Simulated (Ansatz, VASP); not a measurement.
**Zr3SN4: VASP beside Ansatz**

```xyz
8
Lattice="5.0175 0.0000 0.0000 0.0000 5.0175 0.0000 0.0000 0.0000 5.0175" Properties=species:S:1:pos:R:3 pbc="T T T"
Zr    0.0000    2.5088    2.5088
Zr    2.5088    2.5088    0.0000
Zr    2.5088    0.0000    2.5088
S     0.0000    0.0000    0.0000
N     3.8253    3.8253    1.1922
N     3.8253    1.1922    3.8253
N     1.1922    3.8253    3.8253
N     1.1922    1.1922    1.1922
```

Change from the starting cell: species swapped into the ZnCd3Se4 type (P-43m, No. 215).

Alike in both runs: task single point; functional PBE; k mesh 4 × 4 × 4; occupations gaussian, width 0.1 eV; no spin polarisation.

```csv
,VASP,Ansatz
version,VASP 6.6.1,Ansatz 0.2.0
potentials or method,"VASP PAW PBE potentials, release 64 (Zr_sv, S, N), cutoff 520 eV","scalar-relativistic, plane waves, PAW"
valence electrons in the cell,62,62
```

Ansatz gave:

```
gap on the k mesh at the Fermi level (eV) : none
pressure (GPa)                            : -10.0
rms of the force components (eV/Å)        : 0.502
```

Question: Estimate VASP's values.

Answer: gap on the k mesh at the Fermi level (eV): none; pressure (GPa): -9.9; rms of the force components (eV/Å): 0.500.

Atom by atom the forces differ by 0.002 eV/Å (rms over components). A gap of «none» marks a metal or a gap that the smearing closes.
